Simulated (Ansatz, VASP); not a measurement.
CsPbCl3 in VASP and in Ansatz

INCAR

```
SYSTEM = CsPbCl3
ALGO     = Normal         ! electronic algorithm
EDIFF    = 1E-7           ! SCF threshold, eV
ENCUT    = 520            ! plane-wave cutoff, eV
GGA      = PE             ! functional
ISIF     = 2              ! what is computed and relaxed
ISMEAR   = 0              ! smearing method
LASPH    = .True.         ! aspherical terms in the spheres
LCHARG   = .False.        ! write CHGCAR
LREAL    = .False.        ! projectors in reciprocal space
LWAVE    = .False.        ! write WAVECAR
NBANDS   = 30             ! bands
NELM     = 60             ! most SCF steps
PREC     = Accurate       ! precision mode
SIGMA    = 0.2            ! smearing width, eV
```

KPOINTS

```
k-points
0
Gamma
  4 4 4
  0 0 0
```

File POSCAR:

```
CsPbCl3
1.0
    4.0141224310      2.3175546661      3.2773182345
   -4.0141224310      2.3175546661      3.2773182345
    0.0000000000     -4.6351093322      3.2773182345
Cs Pb Cl
1 1 3
Direct
    0.5000000000      0.5000000000      0.5000000000
    0.0000000000      0.0000000000      0.0000000000
    0.5000000000      0.0000514515      0.9999485485
    0.0000514515      0.9999485485      0.5000000000
    0.9999485485      0.5000000000      0.0000514515
```

Input for Ansatz:

```yaml
crystal:
  lattice:
    - [4.014122431, 2.3175546661, 3.2773182345]
    - [-4.014122431, 2.3175546661, 3.2773182345]
    - [0.0, -4.6351093322, 3.2773182345]
  atoms:
    - { symbol: Cs, position: [0.5, 0.5, 0.5] }
    - { symbol: Pb, position: [0.0, 0.0, 0.0] }
    - { symbol: Cl, position: [0.5, 5.14515e-05, 0.9999485485] }
    - { symbol: Cl, position: [5.14515e-05, 0.9999485485, 0.5] }
    - { symbol: Cl, position: [0.9999485485, 0.5, 5.14515e-05] }
kpoints:
  mp_grid: { grid: [4, 4, 4] }
hamiltonian:
  xc: pbe
scf:
  occupations: { method: gaussian, width: 0.2 }
  n_extra_bands: 5
output:
  forces: true
  stress: true
  eigenvalues: true
```

Alike in both runs: task single point; functional PBE; k mesh 4 × 4 × 4; occupations gaussian, width 0.2 eV; no spin polarisation.

|  | VASP | Ansatz |
| --- | --- | --- |
| version | VASP 6.6.1 | Ansatz 0.2.0 |
| potentials or method | VASP PAW PBE potentials, release 64 (Cs_sv, Pb_d, Cl) | plane waves |
| plane-wave cutoff (eV) | 520 | 420 |
| valence electrons in the cell | 44 | 44 |

VASP gave:

| Quantity | Value |
| --- | --- |
| gap on the k mesh at the Fermi level (eV) | 2.10 |
| pressure (GPa) | 0.7 |

**Question.** What did Ansatz give for the same quantities?

**Answer.** gap on the k mesh at the Fermi level (eV): 2.09; pressure (GPa): 0.8.

Spin-orbit coupling is off throughout.
